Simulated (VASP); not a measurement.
# AgCl in VASP: further runs

The runs below take AgCl through single point, with PBEsol.

Everything below comes from runs of VASP 6.6.1. Logs are shortened: lines on timing, memory, paths and dates and some standing lists are left out, and cuts for length are marked.

### Step 1. The cell of the first run

The typed cell holds 4 atoms: a = 5.845 Å, b = 5.881 Å, c = 3.924 Å, α = 89.27°, β = 90.36°, γ = 142.78°.

### Step 2. Single point, PBEsol (equal xy, yz and zx shear strains of +1 %)

Input file INCAR:

```
SYSTEM = AgCl
ALGO = Normal ; EDIFF = 1E-6
ENCUT = 520 ; GGA = PS
ISIF = 2 ; ISMEAR = -1
LASPH = .TRUE. ; LCHARG = .FALSE.
LREAL = .FALSE. ; LWAVE = .FALSE.
NBANDS = 26 ; NELM = 80
PREC = Accurate ; SIGMA = 0.03
```

Input file KPOINTS:

```
k-points
0
G
  9 9 8
  0 0 0
```

Input file POSCAR:

```
AgCl
1.0
    1.8431267268     -5.5472406873     -0.0184284277
    1.8986926792      5.5659497843      0.0371375247
    0.0196201868      0.0196201868      3.9240373500
Ag Cl
2 2
Direct
    0.3965554000      0.6034446000      0.7500000000
    0.6034446000      0.3965554000      0.2500000000
    0.8654487300      0.1345512700      0.2500000000
    0.1345512700      0.8654487300      0.7500000000
```

Potentials or basis: VASP PAW PBE potentials, release 64 (Ag, Cl).

Command:

```
$ cat potpaw_PBE.64/Ag/POTCAR potpaw_PBE.64/Cl/POTCAR > POTCAR
$ mpirun -np 1 vasp_std > vasp.out
```

OUTCAR:

```text
SYSTEM = AgCl
   EDIFF = 1E-6
   ENCUT = 520
   GGA = PS
   ISIF = 2
   ISMEAR = -1
   LASPH = .TRUE.
   LREAL = .FALSE.
   NELM = 80
   PREC = Accurate

 ion  position               nearest neighbor table
   1  0.397  0.603  0.750-   3 2.72   3 2.72   3 2.74   3 2.75   4 2.91   2 3.01   2 3.04
   2  0.603  0.397  0.250-   4 2.72   4 2.72   4 2.74   4 2.75   3 2.91   1 3.01   1 3.04
   3  0.865  0.135  0.250-   1 2.72   1 2.72   1 2.74   1 2.75   2 2.91
   4  0.135  0.865  0.750-   2 2.72   2 2.72   2 2.74   2 2.75   1 2.91

  LATTYP: Found a triclinic cell.
 ALAT       =     5.8810041734
 B/A-ratio  =     0.6362710925
 C/A-ratio  =     0.6672560219
 COS(alpha) =     0.0100244988
 COS(beta)  =     0.0126609119
 COS(gamma) =     0.3276073087

  Lattice vectors:

 A1 = (  -1.8986926792,  -5.5659497843,  -0.0371375247)
 A2 = (  -3.7418194060,  -0.0187090970,  -0.0187090970)
 A3 = (  -0.0196201868,  -0.0196201868,  -3.9240373500)

Analysis of symmetry for initial positions (statically):
=====================================================================
 Subroutine PRICEL returns:
 Original cell was already a primitive cell.

 Routine SETGRP: Setting up the symmetry group for a
 triclinic supercell.

 Subroutine GETGRP returns: Found  2 space group operations
 (whereof  2 operations were pure point group operations)
 out of a pool of  2 trial point group operations.

The static configuration has the point symmetry S_2 .

Analysis of symmetry for dynamics (positions and initial velocities):
=====================================================================
 Subroutine PRICEL returns:
 Original cell was already a primitive cell.

 Routine SETGRP: Setting up the symmetry group for a
 triclinic supercell.

 Subroutine GETGRP returns: Found  2 space group operations
 (whereof  2 operations were pure point group operations)
 out of a pool of  2 trial point group operations.

The dynamic configuration has the point symmetry S_2 .

 Subroutine INISYM returns: Found  2 space group operations
 (whereof  2 operations are pure point group operations),
 and found     1 'primitive' translations

----------------------------------------------------------------------------------------

                                     Primitive cell

  volume of cell :      81.5816

  direct lattice vectors                    reciprocal lattice vectors
     1.843126727 -5.547240687 -0.018428428     0.267710666 -0.091317304 -0.000881967
     1.898692679  5.565949784  0.037137525     0.266815267  0.088657971 -0.001777366
     0.019620187  0.019620187  3.924037350    -0.001267922 -0.001267922  0.254852252

  length of vectors
     5.845454215  5.881004173  3.924135450     0.282857965  0.281165043  0.254858560

  position of ions in fractional coordinates (direct lattice)
     0.396555400  0.603444600  0.750000000
     0.603444600  0.396555400  0.250000000
     0.865448730  0.134551270  0.250000000
     0.134551270  0.865448730  0.750000000

  ion indices of the primitive-cell ions
   primitive index   ion index
                 1           1
                 2           2
                 3           3
                 4           4

----------------------------------------------------------------------------------------

 KPOINTS: k-points

Automatic generation of k-mesh.
 Grid dimensions read from file:
 generate k-points for:    9    9    8

 Generating k-lattice:

  Cartesian coordinates                     Fractional coordinates (reciprocal lattice)
     0.029745630 -0.010146367 -0.000097996     0.111111111 -0.000000000  0.000000000
     0.029646141  0.009850886 -0.000197485     0.000000000  0.111111111  0.000000000
    -0.000158490 -0.000158490  0.031856531    -0.000000000  0.000000000  0.125000000

  Length of vectors
     0.031428663  0.031240560  0.031857320

  Shift w.r.t. Gamma in fractional coordinates (k-lattice)
     0.000000000  0.000000000  0.000000000

 Subroutine IBZKPT returns following result:
 ===========================================

 Found    325 irreducible k-points:

 Following reciprocal coordinates:
            Coordinates               Weight
  0.000000  0.000000  0.000000      1.000000
  0.111111 -0.000000 -0.000000      2.000000
  0.222222 -0.000000  0.000000      2.000000
  0.333333 -0.000000 -0.000000      2.000000
  0.444444 -0.000000  0.000000      2.000000
  0.000000  0.111111  0.000000      2.000000
[... 16 lines left out ...]
 -0.111111  0.222222  0.000000      2.000000
  0.000000  0.333333  0.000000      2.000000
 [... further k-points ...]
   k-points           NKPTS =    325   k-points in BZ     NKDIM =    325   number of bands    NBANDS=     26
   number of dos      NEDOS =    301   number of ions     NIONS =      4
   total plane-waves  NPLWV =  69120
   dimension x,y,z NGX =    48 NGY =   48 NGZ =   30
   dimension x,y,z NGXF=    96 NGYF=   96 NGZF=   60
   ions per type =               2   2
   NGX,Y,Z   is equivalent  to a cutoff of  13.65, 13.57, 12.71 a.u.
   NGXF,Y,Z  is equivalent  to a cutoff of  27.30, 27.14, 25.42 a.u.
 SYSTEM =  AgCl
   PREC   = accura    normal or accurate (medium, high low for compatibility)
   ISTART =      0    job   : 0-new  1-cont  2-samecut
   ICHARG =      2    charge: 1-file 2-atom 10-const
   ISPIN  =      1    spin polarized calculation?
   LNONCOLLINEAR =      F non collinear calculations
   LSORBIT =      F    spin-orbit coupling
   LASPH  =      T    aspherical Exc in radial PAW
   ENCUT  =  520.0 eV  38.22 Ry    6.18 a.u.  10.87 10.93  7.30*2*pi/ulx,y,z
   NELM   =     80;   NELMIN=  2; NELMDL= -5     # of ELM steps
   EDIFF  = 0.1E-05   stopping-criterion for ELM
   LREAL  =      F    real-space projection
   EDIFFG = 0.1E-04   stopping-criterion for IOM
   NSW    =      0    number of steps for IOM
   IBRION =     -1    ionic relax: 0-MD 1-quasi-New 2-CG
   NFREE  =      0    steps in history (QN), initial steepest desc. (CG)
   ISIF   =      2    stress and relaxation
   ISYM   =      2    0-nonsym 1-usesym 2-fastsym
   POTIM  = 0.5000    time-step for ionic-motion
   TEBEG  =    0.0;   TEEND  =   0.0 temperature during run
   PSTRESS=    0.0 pullay stress
   NELECT =      36.0000    total number of electrons
   NUPDOWN=      -1.0000    fix difference up-down
   EMIN   =  10.00;   EMAX   =-10.00  energy-range for DOS
   EFERMI =   0.00;   METHOD = LEGACY
   ISMEAR =    -1;   SIGMA  =   0.03  broadening in eV -4-tet -1-fermi 0-gaus
   EFERMI_NEDOS =   21; number of points for ismear=-14 and -15
   IALGO  =     38    algorithm
   IMIX   =      4    mixing-type and parameters
     AMIX     =   0.40;   BMIX     =  1.00
     AMIX_MAG =   1.60;   BMIX_MAG =  1.00
  volume/ion in A,a.u.               =      20.40       137.63
  Fermi-wavevector in a.u.,A,eV,Ry     =   1.246364  2.355287 21.135608  1.553423
  Thomas-Fermi vector in A             =   2.380545
   LORBIT       =      0    0 simple, 1 ext, 2 COOP (PROOUT), +10 PAW based schemes
   GGA     = PS    functional components
   LHFCALC =     F    Hartree Fock is set to
   AEXX    =    0.0000 exact exchange contribution
   IVDW    =     0    specifies the selected vdW correction
   LEPSILON=     F    determine dielectric tensor
   LRPA    =     F    only Hartree local field effects (RPA)
 non-spin polarized calculation
  energy-cutoff  :      520.00
  volume of cell :       81.58
 maximum number of plane-waves:      2220
 NGX is ok and might be reduce to    48
   NGX = 21   NGY = 21   NGZ = 15

 number of electron      36.0000004 magnetization

 Free energy of the ion-electron system (eV)
  ---------------------------------------------------
  ext. energy  EPLUGINS =         0.00000000
  ---------------------------------------------------
  free energy    TOTEN  =       -12.01465166 eV

  energy without entropy =      -12.01463534  energy(sigma->0) =      -12.01464350

 E-fermi :   4.3401     XC(G=0): -10.4952

 val. band max:        4.1352812886   @ k =   0.2222   0.2222   0.0000
 cond. band min:       4.4710519271   @ k =   0.0000   0.0000   0.0000
 fundamental gap:      0.3357706385
 Fermi energy:         4.3401267819

 k-point     1 :       0.0000    0.0000    0.0000
  band No.  band energies     occupation
      1     -11.0157      2.00000
      2     -10.3939      2.00000
      3      -0.4401      2.00000
      4       0.6600      2.00000
      5       0.8774      2.00000
      6       0.9874      2.00000
[... 18 lines left out ...]
     25      14.1950      0.00000
     26      15.0294      0.00000

 k-point     2 :       0.1111   -0.0000   -0.0000
  band No.  band energies     occupation
      1     -10.9705      2.00000
      2     -10.3803      2.00000
      3      -0.4359      2.00000
      4       0.3656      2.00000
      5       0.4367      2.00000
      6       0.7037      2.00000
[... 18 lines left out ...]
     25      14.6152      0.00000
     26      14.9446      0.00000

 k-point     3 :       0.2222   -0.0000    0.0000
  band No.  band energies     occupation
      1     -10.8492      2.00000
      2     -10.3488      2.00000
      3      -0.4283      2.00000
      4      -0.2816      2.00000
      5      -0.0372      2.00000
      6       0.0278      2.00000
[... 18 lines left out ...]
     25      14.3673      0.00000
     26      15.1791      0.00000

 k-point     4 :       0.3333   -0.0000   -0.0000
  band No.  band energies     occupation
      1     -10.6934      2.00000
      2     -10.3230      2.00000
      3      -0.9188      2.00000
      4      -0.7004      2.00000
      5      -0.3225      2.00000
      6      -0.2729      2.00000
[... 18 lines left out ...]
     25      13.6878      0.00000
     26      15.1943      0.00000
[... 496 lines left out ...]
      1     -10.9449      2.00000
      2     -10.4674      2.00000
      3      -0.3894      2.00000
      4       0.7216      2.00000
      5       0.7794      2.00000
      6       0.9629      2.00000
[... 18 lines left out ...]
     25      14.3887      0.00000
     26      14.6957      0.00000

 k-point    23 :      -0.1111    0.2222    0.0000
  band No.  band energies     occupation
      1     -10.9369      2.00000
      2     -10.4151      2.00000
      3      -0.4071      2.00000
      4       0.3291      2.00000
      5       0.4662      2.00000
      6       0.7047      2.00000
[... 18 lines left out ...]
     25      14.7597      0.00000
     26      14.8037      0.00000

 k-point    24 :       0.0000    0.3333    0.0000
  band No.  band energies     occupation
      1     -10.6984      2.00000
      2     -10.3182      2.00000
      3      -0.9219      2.00000
      4      -0.6943      2.00000
      5      -0.3314      2.00000
      6      -0.2772      2.00000
[... 18 lines left out ...]
     25      13.7383      0.00000
     26      15.1178      0.00000

 [... further k-points ...]

------------------------ aborting loop because EDIFF is reached ----------------------------------------

  FORCE on cell =-STRESS in cart. coord.  units (eV):
  Direction    XX          YY          ZZ          XY          YZ          ZX
  --------------------------------------------------------------------------------------
  -------------------------------------------------------------------------------------
  Total       -1.5856747     -1.2076005     -1.7422192     -0.0018785     -0.0856581      0.0012907
  in kB      -31.1409912    -23.7160090    -34.2153609     -0.0368910     -1.6822359      0.0253471
  external PRESSURE =     -29.6907870 kB  Pullay stress =       0.0000000 kB

 VOLUME and BASIS-vectors are now :
 -----------------------------------------------------------------------------
  energy-cutoff  :      520.00
  volume of cell :       81.58
      direct lattice vectors                 reciprocal lattice vectors
     1.843126727 -5.547240687 -0.018428428     0.267710666 -0.091317304 -0.000881967
     1.898692679  5.565949784  0.037137525     0.266815267  0.088657971 -0.001777366
     0.019620187  0.019620187  3.924037350    -0.001267922 -0.001267922  0.254852252

 POSITION                                       TOTAL-FORCE (eV/Angst)
 -----------------------------------------------------------------------------------
      1.89137      1.17367      2.95813         0.004030     -0.020398      0.000397
      1.87007     -1.13534      0.98462        -0.004030      0.020398     -0.000397
      1.85551     -4.04704      0.97006         0.013979     -0.028671     -0.005686
      1.90593      4.08537      2.97269        -0.013979      0.028671      0.005686
 -----------------------------------------------------------------------------------
    total drift:                                0.000000     -0.000000      0.000000

  FREE ENERGIE OF THE ION-ELECTRON SYSTEM (eV)
  ---------------------------------------------------
  free  energy   TOTEN  =       -12.0146516556 eV

  energy  without entropy=      -12.0146353379  energy(sigma->0) =      -12.01464350
```

It took 16 min on 1 thread of Intel Xeon 8259CL, shared host; peak memory 0.67 GiB.

Results:

```
Free energy            : -12.0147 eV
Pressure               : -3.0 GPa
Largest force          : 0.032 eV/Å
Band gap on the k mesh : 0.34 eV (least direct gap 1.82 eV)
```

Forces in eV/Å, atoms in the order of the input:
```
Ag   0.004 -0.020  0.000
Ag  -0.004  0.020  0.000
Cl   0.014 -0.029 -0.006
Cl  -0.014  0.029  0.006
```

Caveat: the cell differs from its parent crystal (equal xy, yz and zx shear strains of +1 %); semilocal functionals underestimate gaps, and a narrow one can read as zero; the PAW data sets were made with another functional, which shifts forces and pressure a little. A k mesh can miss the band edges.

(Continued in part 2 of 2.)
